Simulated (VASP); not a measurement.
# Ca (Fm-3m) in VASP: settings compared, part 2 of 2

VASP 6.6.1. The steps go on from the part before.

## Step 4: Single point, LDA

This run uses another cell than the first one, of 41.89 Å³/atom.

File INCAR:

```
  PREC = Accurate
  ENCUT = 520
  EDIFF = 1E-6
  ISMEAR = -1
  SIGMA = 0.05
  LREAL = F
  LASPH = T
  NELM = 80
  ALGO = Normal
  ISIF = 2
  LWAVE = F
  LCHARG = T
  LELF = T
  LVHAR = T
  NBANDS = 11
```

File KPOINTS:

```
regular mesh
0
Gamma
  8 8 8
```

File POSCAR:

```
Ca
1.0
    0.0000000000      2.7564359112      2.7564359112
    2.7564359112      0.0000000000      2.7564359112
    2.7564359112      2.7564359112      0.0000000000
Ca
1
Direct
    0.0000000000      0.0000000000      0.0000000000
```

Potentials or basis: VASP PAW LDA potentials, release 64 (Ca_sv).

Run with:

```
cat potpaw_LDA.64/Ca_sv/POTCAR > POTCAR
mpirun -np 1 vasp_std > vasp.out
```

OUTCAR:

```text
PREC = Accurate
   ENCUT = 520
   EDIFF = 1E-6
   ISMEAR = -1
   LREAL = F
   LASPH = T
   NELM = 80
   ISIF = 2

 ion  position               nearest neighbor table
   1  0.000  0.000  0.000-

  LATTYP: Found a face centered cubic cell.
 ALAT       =     5.5128718224

  Lattice vectors:

 A1 = (   0.0000000000,   2.7564359112,   2.7564359112)
 A2 = (   2.7564359112,   0.0000000000,   2.7564359112)
 A3 = (   2.7564359112,   2.7564359112,   0.0000000000)

Analysis of symmetry for initial positions (statically):
=====================================================================
 Subroutine PRICEL returns:
 Original cell was already a primitive cell.

 Routine SETGRP: Setting up the symmetry group for a
 face centered cubic supercell.

 Subroutine GETGRP returns: Found 48 space group operations
 (whereof 48 operations were pure point group operations)
 out of a pool of 48 trial point group operations.

The static configuration has the point symmetry O_h .

Analysis of symmetry for dynamics (positions and initial velocities):
=====================================================================
 Subroutine PRICEL returns:
 Original cell was already a primitive cell.

 Routine SETGRP: Setting up the symmetry group for a
 face centered cubic supercell.

 Subroutine GETGRP returns: Found 48 space group operations
 (whereof 48 operations were pure point group operations)
 out of a pool of 48 trial point group operations.

The dynamic configuration has the point symmetry O_h .

 Subroutine INISYM returns: Found 48 space group operations
 (whereof 48 operations are pure point group operations),
 and found     1 'primitive' translations

----------------------------------------------------------------------------------------

                                     Primitive cell

  volume of cell :      41.8865

  direct lattice vectors                    reciprocal lattice vectors
     0.000000000  2.756435911  2.756435911    -0.181393661  0.181393661  0.181393661
     2.756435911  0.000000000  2.756435911     0.181393661 -0.181393661  0.181393661
     2.756435911  2.756435911  0.000000000     0.181393661  0.181393661 -0.181393661

  length of vectors
     3.898189049  3.898189049  3.898189049     0.314183036  0.314183036  0.314183036

  position of ions in fractional coordinates (direct lattice)
     0.000000000  0.000000000  0.000000000

  ion indices of the primitive-cell ions
   primitive index   ion index
                 1           1

----------------------------------------------------------------------------------------

 KPOINTS: regular mesh

Automatic generation of k-mesh.
 Grid dimensions read from file:
 generate k-points for:    8    8    8

 Generating k-lattice:

  Cartesian coordinates                     Fractional coordinates (reciprocal lattice)
    -0.022674208  0.022674208  0.022674208     0.125000000  0.000000000  0.000000000
     0.022674208 -0.022674208  0.022674208     0.000000000  0.125000000  0.000000000
     0.022674208  0.022674208 -0.022674208     0.000000000  0.000000000  0.125000000

  Length of vectors
     0.039272880  0.039272880  0.039272880

  Shift w.r.t. Gamma in fractional coordinates (k-lattice)
     0.000000000  0.000000000  0.000000000

 Subroutine IBZKPT returns following result:
 ===========================================

 Found     29 irreducible k-points:

 Following reciprocal coordinates:
            Coordinates               Weight
  0.000000  0.000000  0.000000      1.000000
  0.125000  0.000000  0.000000      8.000000
  0.250000  0.000000  0.000000      8.000000
  0.375000  0.000000  0.000000      8.000000
  0.500000  0.000000  0.000000      4.000000
  0.125000  0.125000  0.000000      6.000000
[... 16 lines left out ...]
  0.500000  0.250000  0.125000     48.000000
 -0.375000  0.250000  0.125000     24.000000
 [... further k-points ...]
   k-points           NKPTS =     29   k-points in BZ     NKDIM =     29   number of bands    NBANDS=     11
   number of dos      NEDOS =    301   number of ions     NIONS =      1
   total plane-waves  NPLWV =  27000
   dimension x,y,z NGX =    30 NGY =   30 NGZ =   30
   dimension x,y,z NGXF=    60 NGYF=   60 NGZF=   60
   ions per type =               1
   NGX,Y,Z   is equivalent  to a cutoff of  12.79, 12.79, 12.79 a.u.
   NGXF,Y,Z  is equivalent  to a cutoff of  25.59, 25.59, 25.59 a.u.
 SYSTEM =  unknown system
   PREC   = accura    normal or accurate (medium, high low for compatibility)
   ISTART =      0    job   : 0-new  1-cont  2-samecut
   ICHARG =      2    charge: 1-file 2-atom 10-const
   ISPIN  =      1    spin polarized calculation?
   LNONCOLLINEAR =      F non collinear calculations
   LSORBIT =      F    spin-orbit coupling
   LASPH  =      T    aspherical Exc in radial PAW
   ENCUT  =  520.0 eV  38.22 Ry    6.18 a.u.   7.25  7.25  7.25*2*pi/ulx,y,z
   NELM   =     80;   NELMIN=  2; NELMDL= -5     # of ELM steps
   EDIFF  = 0.1E-05   stopping-criterion for ELM
   LREAL  =      F    real-space projection
   EDIFFG = 0.1E-04   stopping-criterion for IOM
   NSW    =      0    number of steps for IOM
   IBRION =     -1    ionic relax: 0-MD 1-quasi-New 2-CG
   NFREE  =      0    steps in history (QN), initial steepest desc. (CG)
   ISIF   =      2    stress and relaxation
   ISYM   =      2    0-nonsym 1-usesym 2-fastsym
   POTIM  = 0.5000    time-step for ionic-motion
   TEBEG  =    0.0;   TEEND  =   0.0 temperature during run
   PSTRESS=    0.0 pullay stress
   NELECT =      10.0000    total number of electrons
   NUPDOWN=      -1.0000    fix difference up-down
   EMIN   =  10.00;   EMAX   =-10.00  energy-range for DOS
   EFERMI =   0.00;   METHOD = LEGACY
   ISMEAR =    -1;   SIGMA  =   0.05  broadening in eV -4-tet -1-fermi 0-gaus
   EFERMI_NEDOS =   21; number of points for ismear=-14 and -15
   IALGO  =     38    algorithm
   IMIX   =      4    mixing-type and parameters
     AMIX     =   0.40;   BMIX     =  1.00
     AMIX_MAG =   1.60;   BMIX_MAG =  1.00
  volume/ion in A,a.u.               =      41.89       282.66
  Fermi-wavevector in a.u.,A,eV,Ry     =   1.015587  1.919180 14.033267  1.031416
  Thomas-Fermi vector in A             =   2.148881
   LORBIT       =      0    0 simple, 1 ext, 2 COOP (PROOUT), +10 PAW based schemes
   GGA     = CA    functional components
   LHFCALC =     F    Hartree Fock is set to
   AEXX    =    0.0000 exact exchange contribution
   IVDW    =     0    specifies the selected vdW correction
   LEPSILON=     F    determine dielectric tensor
   LRPA    =     F    only Hartree local field effects (RPA)
 non-spin polarized calculation
  energy-cutoff  :      520.00
  volume of cell :       41.89
 maximum number of plane-waves:      1158
 NGX is ok and might be reduce to    30
   NGX = 15   NGY = 15   NGZ = 15

 number of electron      10.0000001 magnetization

 Free energy of the ion-electron system (eV)
  ---------------------------------------------------
  ext. energy  EPLUGINS =         0.00000000
  ---------------------------------------------------
  free energy    TOTEN  =        -2.19197813 eV

  energy without entropy =       -2.18084690  energy(sigma->0) =       -2.18641251

 E-fermi :   1.7820     XC(G=0):  -7.9877

 val. band max:        1.7671596138   @ k =  -0.3750   0.2500   0.1250
 cond. band min:       1.8227607009   @ k =  -0.3750   0.3750   0.0000
 fundamental gap:      0.0556010871
 Fermi energy:         1.7819511531

 k-point     1 :       0.0000    0.0000    0.0000
  band No.  band energies     occupation
      1     -39.7326      2.00000
      2     -20.9406      2.00000
      3     -20.9406      2.00000
      4     -20.9406      2.00000
      5      -2.2208      2.00000
      6       4.0349      0.00000
      7       4.0349      0.00000
      8       4.0349      0.00000
      9       5.1088      0.00000
     10       5.1088      0.00000
     11      11.0525      0.00000

 k-point     2 :       0.1250    0.0000    0.0000
  band No.  band energies     occupation
      1     -39.7303      2.00000
      2     -20.9627      2.00000
      3     -20.9436      2.00000
      4     -20.9436      2.00000
      5      -1.9525      2.00000
      6       3.7711      0.00000
      7       4.1268      0.00000
      8       4.1268      0.00000
      9       5.0385      0.00000
     10       5.0385      0.00000
     11      11.1440      0.00000
[... 295 lines left out ...]
 k-point    24 :      -0.3750    0.2500    0.1250
  band No.  band energies     occupation
      1     -39.7149      2.00000
      2     -21.0686      2.00000
      3     -20.9996      2.00000
      4     -20.9735      2.00000
      5       1.4465      1.99756
      6       1.7672      1.14685
      7       3.2391      0.00000
      8       4.3541      0.00000
      9       5.6412      0.00000
     10       6.2349      0.00000
     11       6.6651      0.00000

 [... further k-points ...]
[... 5 lines left out ...]
  --------------------------------------------------------------------------------------
  -------------------------------------------------------------------------------------
  Total       -0.4264353     -0.4264353     -0.4264353      0.0000000      0.0000000     -0.0000000
  in kB      -16.3113541    -16.3113541    -16.3113541      0.0000000      0.0000000     -0.0000000
  external PRESSURE =     -16.3113541 kB  Pullay stress =       0.0000000 kB

 VOLUME and BASIS-vectors are now :
 -----------------------------------------------------------------------------
  energy-cutoff  :      520.00
  volume of cell :       41.89
      direct lattice vectors                 reciprocal lattice vectors
     0.000000000  2.756435911  2.756435911    -0.181393661  0.181393661  0.181393661
     2.756435911  0.000000000  2.756435911     0.181393661 -0.181393661  0.181393661
     2.756435911  2.756435911  0.000000000     0.181393661  0.181393661 -0.181393661

 POSITION                                       TOTAL-FORCE (eV/Angst)
 -----------------------------------------------------------------------------------
      0.00000      0.00000      0.00000         0.000000      0.000000      0.000000
 -----------------------------------------------------------------------------------
    total drift:                               -0.000000     -0.000000     -0.000000

  FREE ENERGIE OF THE ION-ELECTRON SYSTEM (eV)
  ---------------------------------------------------
  free  energy   TOTEN  =        -2.1919781284 eV

  energy  without entropy=       -2.1808469007  energy(sigma->0) =       -2.18641251
```

stdout:

```text
POSCAR found type information on POSCAR Ca
 POSCAR found :  1 types and       1 ions
 scaLAPACK will be used
 LDA part: xc-table for (Slater(with rela. corr.)+CA(PZ))
 , standard interpolation
 POSCAR, INCAR and KPOINTS ok, starting setup
 FFT: planning ... GRIDC
 FFT: planning ... GRID_SOFT
 FFT: planning ... GRID
 WAVECAR not read
 entering main loop
```

It took 21 s on 1 thread of AMD EPYC 7R13, shared host; peak memory 0.12 GiB.

Results:

- Free energy: -2.1920 eV
- Pressure: -1.6 GPa
- Band gap on the k mesh: zero (bands 5 and 6 overlap by 0.27 eV)
